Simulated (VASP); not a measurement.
A run of VASP 6.6.1:

File INCAR:

```
SYSTEM = SrTiO3
  ALGO = Normal
  EDIFF = 1E-7
  ENCUT = 520
  GGA = PS
  ISIF = 2
  ISMEAR = 0
  LASPH = .TRUE.
  LCHARG = .TRUE.
  LELF = .TRUE.
  LREAL = .FALSE.
  LVHAR = .TRUE.
  LWAVE = .FALSE.
  NBANDS = 51
  NELM = 80
  PREC = Accurate
  SIGMA = 0.05
```

The input KPOINTS:

```
k-points
0
G
  6 6 6
  0 0 0
```

POSCAR

```
SrTiO3
1.0
   -3.8911201354      0.0000000000     -3.8911201354
    0.0000000000     -3.8911201354     -3.8911201354
   -3.8911201354     -3.8911201354      0.0000000000
Sr Ti O
2 2 6
Direct
    0.0000000000      0.0000000000      0.0000000000
    0.5000000000      0.5000000000      0.5000000000
    0.2500000000      0.2500000000      0.2500000000
    0.7500000000      0.7500000000      0.7500000000
    0.4911409943     -0.0088590057      0.5088590057
    0.0088590057      0.5088590057     -0.0088590057
    0.5088590057      0.0088590057     -0.0088590057
   -0.0088590057      0.4911409943      0.5088590057
    0.5000000000      0.5000000000      0.0177180115
    1.0000000000      1.0000000000      0.4822819885
```

Potentials or basis: VASP PAW PBE potentials, release 64 (Sr_sv, Ti_sv, O).

Launch:

```console
$ cat potpaw_PBE.64/Sr_sv/POTCAR potpaw_PBE.64/Ti_sv/POTCAR potpaw_PBE.64/O/POTCAR > POTCAR
$ mpirun -np 1 vasp_std > vasp.out
```

Hardware: 1 thread of Oxide Virtual Turin-like Processor, with other jobs on the host.

How long does it take, and how much memory?

Run time: 8.3 min on 1 thread of Oxide Virtual Turin-like Processor (shared host), peak memory 0.37 GiB. Counts: scf iterations 18, k points 46.
